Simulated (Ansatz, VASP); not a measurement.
## As3Se: VASP beside Ansatz

```
As Se
1.0
     5.44444    0.00000    0.00000
     0.00000    5.44444    0.00000
     0.00000    0.00000    5.44444
As Se
6 2
Direct
  0.50000 0.25000 0.00000
  0.50000 0.75000 0.00000
  0.25000 0.00000 0.50000
  0.75000 0.00000 0.50000
  0.00000 0.50000 0.25000
  0.00000 0.50000 0.75000
  0.50000 0.50000 0.50000
  0.00000 0.00000 0.00000
```

Change from the starting cell: species swapped into the V3Ir type (Pm-3n, No. 223).

Alike in both runs: functional PBE; k mesh 3 × 3 × 3; occupations gaussian, width 0.2 eV; no spin polarisation.

Ansatz relaxed the structure, and its values are those at the end. VASP's run is a single point on that final structure, the one shown.

|  | VASP | Ansatz |
| --- | --- | --- |
| version | VASP 6.6.1 | Ansatz 0.2.0 |
| potentials or method | VASP PAW PBE potentials, release 64 (As, Se), cutoff 500 eV | scalar-relativistic, plane waves, PAW |
| valence electrons in the cell | 42 | 122 |

|  | VASP | Ansatz | Ansatz less VASP |
| --- | --- | --- | --- |
| gap on the k mesh at the Fermi level (eV) | none | none | - |
| pressure (GPa) | 0.6 | 0.6 | -0.04 |

A gap of «none» marks a metal or a gap that the smearing closes. VASP's potentials hold 42 valence electrons a cell and Ansatz's 122, so a difference there can come from the potentials and not from the codes.

The k mesh is coarse, so the values compare programs but aren't converged.
